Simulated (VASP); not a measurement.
# Y (P6_3/mmc) in VASP: a series of runs

Y is run at these levels: PBEsol; tasks: single point.

All numbers are computed with VASP 6.6.1; they aren't measurements. Logs are shortened: lines on timing, memory, paths and dates and some standing lists are left out, and cuts for length are marked.

### 1 The cell of the first run

Symmetry: P6_3/mmc, No. 194, hexagonal system. The conventional cell has a = 3.598 Å, b = 3.598 Å, c = 5.586 Å, α = 90.00°, β = 90.00°, γ = 120.00°. Y (site symmetry -6m2) has 12 Y at 3.48 to 3.60 Å within 4.6 Å.

### 2 Single point, PBEsol

Contents of INCAR:

```
SYSTEM = Y
PREC = Accurate
ENCUT = 520
EDIFF = 1E-7
ISMEAR = 0
SIGMA = 0.1
LREAL = .False.
LASPH = .True.
NELM = 100
ALGO = Normal
ISIF = 2
LWAVE = .False.
LCHARG = .False.
GGA = PS
NBANDS = 18
```

Contents of KPOINTS:

```
regular mesh
0
Gamma
  12 12 8
  0 0 0
```

Contents of POSCAR:

```
Y
1.0
    3.5975166209      0.0000000000      0.0000000000
   -1.7987583104      3.1155407842      0.0000000000
    0.0000000000      0.0000000000      5.5857601125
Y
2
Direct
    0.3333333333      0.6666666667      0.2500000000
    0.6666666667      0.3333333333      0.7500000000
```

Potentials or basis: VASP PAW PBE potentials, release 64 (Y_sv).

On the command line:

```bash
$ cat potpaw_PBE.64/Y_sv/POTCAR > POTCAR
$ mpirun -np 1 vasp_std > vasp.out
```

OUTCAR:

```text
SYSTEM = Y
   PREC = Accurate
   ENCUT = 520
   EDIFF = 1E-7
   ISMEAR = 0
   LREAL = .False.
   LASPH = .True.
   NELM = 100
   ISIF = 2
   GGA = PS

 ion  position               nearest neighbor table
   1  0.333  0.667  0.250-   2 3.48   2 3.48   2 3.48   2 3.48   2 3.48   2 3.48
   2  0.667  0.333  0.750-   1 3.48   1 3.48   1 3.48   1 3.48   1 3.48   1 3.48

  LATTYP: Found a hexagonal cell.
 ALAT       =     3.5975166209
 C/A-ratio  =     1.5526711065

  Lattice vectors:

 A1 = (   3.5975166209,   0.0000000000,   0.0000000000)
 A2 = (  -1.7987583104,   3.1155407842,   0.0000000000)
 A3 = (   0.0000000000,   0.0000000000,   5.5857601125)

Analysis of symmetry for initial positions (statically):
=====================================================================
 Subroutine PRICEL returns:
 Original cell was already a primitive cell.

 Routine SETGRP: Setting up the symmetry group for a
 hexagonal supercell.

 Subroutine GETGRP returns: Found 24 space group operations
 (whereof 12 operations were pure point group operations)
 out of a pool of 24 trial point group operations.

The static configuration has the point symmetry D_3d.
 The point group associated with its full space group is D_6h.

Analysis of symmetry for dynamics (positions and initial velocities):
=====================================================================
 Subroutine PRICEL returns:
 Original cell was already a primitive cell.

 Routine SETGRP: Setting up the symmetry group for a
 hexagonal supercell.

 Subroutine GETGRP returns: Found 24 space group operations
 (whereof 12 operations were pure point group operations)
 out of a pool of 24 trial point group operations.

The dynamic configuration has the point symmetry D_3d.
 The point group associated with its full space group is D_6h.

 Subroutine INISYM returns: Found 24 space group operations
 (whereof 12 operations are pure point group operations),
 and found     1 'primitive' translations

----------------------------------------------------------------------------------------

                                     Primitive cell

  volume of cell :      62.6064

  direct lattice vectors                    reciprocal lattice vectors
     3.597516621  0.000000000  0.000000000     0.277969529  0.160485782  0.000000000
    -1.798758310  3.115540784  0.000000000     0.000000000  0.320971565  0.000000000
     0.000000000  0.000000000  5.585760113     0.000000000  0.000000000  0.179026664

  length of vectors
     3.597516621  3.597516621  5.585760113     0.320971565  0.320971565  0.179026664

  position of ions in fractional coordinates (direct lattice)
     0.333333333  0.666666667  0.250000000
     0.666666667  0.333333333  0.750000000

  ion indices of the primitive-cell ions
   primitive index   ion index
                 1           1
                 2           2

----------------------------------------------------------------------------------------

 KPOINTS: regular mesh

Automatic generation of k-mesh.
 Grid dimensions read from file:
 generate k-points for:   12   12    8

 Generating k-lattice:

  Cartesian coordinates                     Fractional coordinates (reciprocal lattice)
     0.023164127  0.013373815  0.000000000     0.083333333  0.000000000  0.000000000
     0.000000000  0.026747630  0.000000000     0.000000000  0.083333333  0.000000000
     0.000000000  0.000000000  0.022378333     0.000000000  0.000000000  0.125000000

  Length of vectors
     0.026747630  0.026747630  0.022378333

  Shift w.r.t. Gamma in fractional coordinates (k-lattice)
     0.000000000  0.000000000  0.000000000

 Subroutine IBZKPT returns following result:
 ===========================================

 Found     95 irreducible k-points:

 Following reciprocal coordinates:
            Coordinates               Weight
  0.000000  0.000000  0.000000      1.000000
  0.083333 -0.000000  0.000000      6.000000
  0.166667  0.000000  0.000000      6.000000
  0.250000  0.000000  0.000000      6.000000
  0.333333 -0.000000  0.000000      6.000000
  0.416667 -0.000000  0.000000      6.000000
[... 16 lines left out ...]
  0.250000  0.000000  0.125000     12.000000
  0.333333 -0.000000  0.125000     12.000000
 [... further k-points ...]
   k-points           NKPTS =     95   k-points in BZ     NKDIM =     95   number of bands    NBANDS=     18
   number of dos      NEDOS =    301   number of ions     NIONS =      2
   total plane-waves  NPLWV =  32928
   dimension x,y,z NGX =    28 NGY =   28 NGZ =   42
   dimension x,y,z NGXF=    56 NGYF=   56 NGZF=   84
   ions per type =               2
   NGX,Y,Z   is equivalent  to a cutoff of  12.94, 12.94, 12.50 a.u.
   NGXF,Y,Z  is equivalent  to a cutoff of  25.88, 25.88, 25.00 a.u.
 SYSTEM =  Y
   PREC   = accura    normal or accurate (medium, high low for compatibility)
   ISTART =      0    job   : 0-new  1-cont  2-samecut
   ICHARG =      2    charge: 1-file 2-atom 10-const
   ISPIN  =      1    spin polarized calculation?
   LNONCOLLINEAR =      F non collinear calculations
   LSORBIT =      F    spin-orbit coupling
   LASPH  =      T    aspherical Exc in radial PAW
   ENCUT  =  520.0 eV  38.22 Ry    6.18 a.u.   6.69  6.69 10.39*2*pi/ulx,y,z
   NELM   =    100;   NELMIN=  2; NELMDL= -5     # of ELM steps
   EDIFF  = 0.1E-06   stopping-criterion for ELM
   LREAL  =      F    real-space projection
   EDIFFG = 0.1E-05   stopping-criterion for IOM
   NSW    =      0    number of steps for IOM
   IBRION =     -1    ionic relax: 0-MD 1-quasi-New 2-CG
   NFREE  =      0    steps in history (QN), initial steepest desc. (CG)
   ISIF   =      2    stress and relaxation
   ISYM   =      2    0-nonsym 1-usesym 2-fastsym
   POTIM  = 0.5000    time-step for ionic-motion
   TEBEG  =    0.0;   TEEND  =   0.0 temperature during run
   PSTRESS=    0.0 pullay stress
   NELECT =      22.0000    total number of electrons
   NUPDOWN=      -1.0000    fix difference up-down
   EMIN   =  10.00;   EMAX   =-10.00  energy-range for DOS
   EFERMI =   0.00;   METHOD = LEGACY
   ISMEAR =     0;   SIGMA  =   0.10  broadening in eV -4-tet -1-fermi 0-gaus
   EFERMI_NEDOS =   21; number of points for ismear=-14 and -15
   IALGO  =     38    algorithm
   IMIX   =      4    mixing-type and parameters
     AMIX     =   0.40;   BMIX     =  1.00
     AMIX_MAG =   1.60;   BMIX_MAG =  1.00
  volume/ion in A,a.u.               =      31.30       211.24
  Fermi-wavevector in a.u.,A,eV,Ry     =   1.155251  2.183107 18.158390  1.334604
  Thomas-Fermi vector in A             =   2.291881
   LORBIT       =      0    0 simple, 1 ext, 2 COOP (PROOUT), +10 PAW based schemes
   GGA     = PS    functional components
   LHFCALC =     F    Hartree Fock is set to
   AEXX    =    0.0000 exact exchange contribution
   IVDW    =     0    specifies the selected vdW correction
   LEPSILON=     F    determine dielectric tensor
   LRPA    =     F    only Hartree local field effects (RPA)
 non-spin polarized calculation
 Gauss-broadening in eV      SIGMA  =   0.10
  energy-cutoff  :      520.00
  volume of cell :       62.61
 maximum number of plane-waves:      1713
 NGX is ok and might be reduce to    28
   NGX = 13   NGY = 13   NGZ = 21

 number of electron      22.0000002 magnetization

 Free energy of the ion-electron system (eV)
  ---------------------------------------------------
  ext. energy  EPLUGINS =         0.00000000
  ---------------------------------------------------
  free energy    TOTEN  =       -13.64914794 eV

  energy without entropy =      -13.63230157  energy(sigma->0) =      -13.64072476

 E-fermi :   3.1183     XC(G=0):  -9.7229

 val. band max:        3.1171830977   @ k =   0.4167  -0.0000   0.0000
 cond. band min:       3.1293820600   @ k =   0.2500   0.1667   0.2500
 fundamental gap:      0.0121989623
 Fermi energy:         3.1182938868

 k-point     1 :       0.0000    0.0000    0.0000
  band No.  band energies     occupation
      1     -39.3632      2.00000
      2     -39.2683      2.00000
      3     -19.7326      2.00000
      4     -19.1692      2.00000
      5     -19.1692      2.00000
      6     -19.0588      2.00000
[... 10 lines left out ...]
     17       5.9399      0.00000
     18       5.9399      0.00000

 k-point     2 :       0.0833   -0.0000    0.0000
  band No.  band energies     occupation
      1     -39.3590      2.00000
      2     -39.2670      2.00000
      3     -19.7180      2.00000
      4     -19.1981      2.00000
      5     -19.1793      2.00000
      6     -19.0894      2.00000
[... 10 lines left out ...]
     17       5.7425      0.00000
     18       5.7919      0.00000

 k-point     3 :       0.1667    0.0000    0.0000
  band No.  band energies     occupation
      1     -39.3472      2.00000
      2     -39.2635      2.00000
      3     -19.6761      2.00000
      4     -19.2772      2.00000
      5     -19.2058      2.00000
      6     -19.1707      2.00000
[... 10 lines left out ...]
     17       5.9831      0.00000
     18       6.0762      0.00000

 k-point     4 :       0.2500    0.0000    0.0000
  band No.  band energies     occupation
      1     -39.3303      2.00000
      2     -39.2596      2.00000
      3     -19.6126      2.00000
      4     -19.3858      2.00000
      5     -19.2770      2.00000
      6     -19.2404      2.00000
[... 375 lines left out ...]
      4     -19.2693      2.00000
      5     -19.2008      2.00000
      6     -19.1891      2.00000
[... 10 lines left out ...]
     17       6.0887      0.00000
     18       6.1898      0.00000

 k-point    23 :       0.2500    0.0000    0.1250
  band No.  band energies     occupation
      1     -39.3276      2.00000
      2     -39.2623      2.00000
      3     -19.6069      2.00000
      4     -19.3702      2.00000
      5     -19.2955      2.00000
      6     -19.2347      2.00000
[... 10 lines left out ...]
     17       6.5952      0.00000
     18       6.6438      0.00000

 k-point    24 :       0.3333   -0.0000    0.1250
  band No.  band energies     occupation
      1     -39.3097      2.00000
      2     -39.2592      2.00000
      3     -19.5746      2.00000
      4     -19.4472      2.00000
      5     -19.3913      2.00000
      6     -19.2672      2.00000
[... 10 lines left out ...]
     17       7.2163      0.00000
     18       7.3617      0.00000

 [... further k-points ...]
[... 5 lines left out ...]
  --------------------------------------------------------------------------------------
  -------------------------------------------------------------------------------------
  Total       -0.0371676     -0.0371676     -0.0616182     -0.0000000     -0.0000000      0.0000000
  in kB       -0.9511662     -0.9511662     -1.5768893     -0.0000000     -0.0000000      0.0000000
  external PRESSURE =      -1.1597405 kB  Pullay stress =       0.0000000 kB

 VOLUME and BASIS-vectors are now :
 -----------------------------------------------------------------------------
  energy-cutoff  :      520.00
  volume of cell :       62.61
      direct lattice vectors                 reciprocal lattice vectors
     3.597516621  0.000000000  0.000000000     0.277969529  0.160485782  0.000000000
    -1.798758310  3.115540784  0.000000000     0.000000000  0.320971565  0.000000000
     0.000000000  0.000000000  5.585760113     0.000000000  0.000000000  0.179026664

 POSITION                                       TOTAL-FORCE (eV/Angst)
 -----------------------------------------------------------------------------------
     -0.00000      2.07703      1.39644        -0.000000     -0.000000      0.000000
      1.79876      1.03851      4.18932         0.000000      0.000000      0.000000
 -----------------------------------------------------------------------------------
    total drift:                                0.000000     -0.000000      0.000000

  FREE ENERGIE OF THE ION-ELECTRON SYSTEM (eV)
  ---------------------------------------------------
  free  energy   TOTEN  =       -13.6491479415 eV

  energy  without entropy=      -13.6323015741  energy(sigma->0) =      -13.64072476
```

Run time: 61 s. Hardware: 1 thread of Intel Xeon 6975P-C (Granite Rapids), shared host; peak memory 0.23 GiB.

What came out:

* Free energy: -13.6491 eV
* Pressure: -0.1 GPa
* Band gap on the k mesh: zero (band 11 reaches 4.24 eV, above the bottom of band 12 at 2.67 eV)

Caveat: the PAW data sets were made with another functional, which shifts forces and pressure a little.

### 3 Single point, PBEsol

Changes to INCAR since step 2:

```diff
@@ -9,3 +9,3 @@
 NELM = 100
-ALGO = Normal
+ALGO = Fast
 ISIF = 2
```

Contents of KPOINTS:

```
regular mesh
0
Gamma
  15 15 8
  0 0 0
```

Contents of POSCAR:

```
Y
1.0
    3.5976028895      0.0000000000      0.0000000000
   -1.7988014447      3.1156154950      0.0000000000
    0.0000000000      0.0000000000      5.5848788151
Y
2
Direct
    0.3333333333      0.6666666667      0.2500000000
    0.6666666667      0.3333333333      0.7500000000
```

Potentials or basis: VASP PAW PBE potentials, release 64 (Y_sv).

On the command line:

```bash
$ cat potpaw_PBE.64/Y_sv/POTCAR > POTCAR
$ mpirun -np 1 vasp_std > vasp.out
```

Run time: 1.8 min. Hardware: 1 thread of Intel Xeon 6975P-C (Granite Rapids), shared host; peak memory 0.29 GiB.

It converged, with:

```yaml
Free_energy: -13.6492 eV
Pressure: -0.1 GPa
Band_gap_on_the_k_mesh: zero (band 11 reaches 4.25 eV, above the bottom of band 12 at 2.66 eV)
```

Levels at points of the mesh, in eV from the Fermi level:
| k point | band 8 | band 9 | band 10 | band 11 | band 12 | band 13 | band 14 | band 15 |
| --- | --- | --- | --- | --- | --- | --- | --- | --- |
| (0.00, 0.00, 0.00) | -22.12 | -4.77 | -1.93 | 1.13 | 1.77 | 1.77 | 2.18 | 2.43 |
| (0.00, 0.00, 0.50) | -22.23 | -3.25 | -3.25 | 1.02 | 1.02 | 1.67 | 1.67 | 1.67 |

Caveat: the PAW data sets were made with another functional, which shifts forces and pressure a little.

### 4 Single point, PBEsol

Contents of INCAR:

```
PREC = Accurate
ENCUT = 520
EDIFF = 1E-6
ISMEAR = 0
SIGMA = 0.1
LREAL = F
LASPH = T
NELM = 80
ALGO = Fast
ISIF = 2
LWAVE = F
LCHARG = F
GGA = PS
NBANDS = 18
```

Contents of KPOINTS:

```
regular mesh
0
Gamma
  18 18 10
```

Contents of POSCAR:

```
Y
1.0
    3.5975166209      0.0000000000      0.0000000000
   -1.7987583104      3.1155407842      0.0000000000
    0.0000000000      0.0000000000      5.5857601125
Y
2
Direct
    0.3333333333      0.6666666667      0.2500000000
    0.6666666667      0.3333333333      0.7500000000
```

On the command line:

```bash
$ cat potpaw_PBE.64/Y_sv/POTCAR > POTCAR
$ mpirun -np 1 vasp_std > vasp.out
```

It took 2.3 min on 1 thread of Intel Xeon 6975P-C (Granite Rapids), shared host; peak memory 0.36 GiB.

Results (log left out):

| Item | Value |
| --- | --- |
| Free energy | -13.6480 eV |
| Pressure | -0.1 GPa |
| Band gap on the k mesh | zero (band 11 reaches 4.24 eV, above the bottom of band 12 at 2.65 eV) |

Levels at points of the mesh, in eV from the Fermi level:
```csv
k point,band 7,band 8,band 9,band 10,band 11,band 12,band 13,band 14,band 15,band 16
"(0.00, 0.00, 0.00)",-22.17,-22.13,-4.77,-1.93,1.13,1.77,1.77,2.18,2.43,2.43
"(0.50, 0.00, 0.00)",-22.31,-22.24,-1.71,-1.28,-0.87,-0.04,1.44,1.52,2.20,5.23
"(0.00, 0.00, 0.50)",-22.23,-22.23,-3.25,-3.25,1.01,1.01,1.67,1.67,1.67,1.67
"(0.50, 0.00, 0.50)",-22.30,-22.30,-1.73,-1.73,0.08,0.08,1.52,1.52,2.84,2.84
```

Caveat: the PAW data sets were made with another functional, which shifts forces and pressure a little.

### 5 Overview

```tsv
cell	k mesh	gap on the mesh (eV)	pressure (GPa)
a = 3.598, b = 3.598, c = 5.586 Å, angles 90.0, 90.0, 120.0°, 2 atoms	12 × 12 × 8	none	-0.1
a = 3.598, b = 3.598, c = 5.585 Å, angles 90.0, 90.0, 120.0°, 2 atoms	15 × 15 × 8	none	-0.1
a = 3.598, b = 3.598, c = 5.586 Å, angles 90.0, 90.0, 120.0°, 2 atoms	18 × 18 × 10	none	-0.1
```

Alike in all rows: task single point; level PBEsol; potentials or basis VASP PAW PBE potentials, release 64 (Y_sv); no spin polarisation; cutoff (eV) 520; smearing gaussian 0.1 eV.

Every run on the cell as given and a fine mesh finds a metal.

Caveats: the PAW data sets were made with another functional, which shifts forces and pressure a little.

Absolute energies hang on the potentials; compare differences alone.
